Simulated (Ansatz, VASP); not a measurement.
## One calculation of GaSb, two programs

```xyz
2
Lattice="0.0000 2.9249 3.0042 3.0042 0.0000 3.0042 3.0042 2.9249 0.0000" Properties=species:S:1:pos:R:3 pbc="T T T"
Ga    0.0000    0.0000    0.0000
Sb    4.5063    4.3873    4.5063
```

Alike in both runs: task single point; functional PBE; k mesh 14 × 14 × 14; occupations gaussian, width 0.15 eV; no spin polarisation.

```csv
,VASP,Ansatz
version,VASP 6.6.1,Ansatz 0.2.0
potentials or method,"VASP PAW PBE potentials, release 64 (Ga_d, Sb), cutoff 520 eV","scalar-relativistic, plane waves, PAW"
valence electrons in the cell,18,28
```

VASP gave:

| Property | Result |
| --- | --- |
| gap on the k mesh at the Fermi level (eV) | 0.46 |
| least direct gap on the mesh (eV) | 0.52 |
| pressure (GPa) | 7.8 |
| traceless stress, the component that is largest in VASP (GPa) | 0.72 |

Q: Estimate Ansatz's values.

A: gap on the k mesh at the Fermi level (eV): 0.47; least direct gap on the mesh (eV): 0.52; pressure (GPa): 7.7; traceless stress, the component that is largest in VASP (GPa): 0.72.

With one functional, cell and mesh, what is left measures potentials, basis and numerics. VASP's potentials hold 18 valence electrons a cell and Ansatz's 28, so a difference there can come from the potentials and not from the codes.

Neither program's run includes spin-orbit coupling.
